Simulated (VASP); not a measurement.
Runs of VASP 6.6.1 on Na. The structure is that of space group P6_3/mmc (No. 194), or close to it. The cells are those of the table. This isn't the form of Na at room conditions, which is bcc.

| cell | gap on the mesh (eV) | pressure (GPa) |
| --- | --- | --- |
| a = 3.476, b = 3.476, c = 5.898 Å, angles 90.0, 90.0, 120.0°, 2 atoms | none | (a) |
| a = 3.718, b = 3.718, c = 5.898 Å, angles 90.0, 90.0, 120.0°, 2 atoms | none | -0.5 |
| a = 3.573, b = 3.573, c = 5.898 Å, angles 90.0, 90.0, 120.0°, 2 atoms | none | 0.1 |
| a = 3.669, b = 3.669, c = 5.898 Å, angles 90.0, 90.0, 120.0°, 2 atoms | none | (b) |
| a = 3.524, b = 3.524, c = 5.898 Å, angles 90.0, 90.0, 120.0°, 2 atoms | none | 0.5 |

Alike in all rows: task single point; level LDA; potentials or basis VASP PAW LDA potentials, release 64 (Na_pv); no spin polarisation; k mesh 15 × 15 × 8; cutoff (eV) 520; smearing gaussian 0.15 eV.

Task: Fill in the values left out.

Result: (a) 0.8; (b) -0.2.

A gap of «none» marks levels without a gap at the run's occupations.
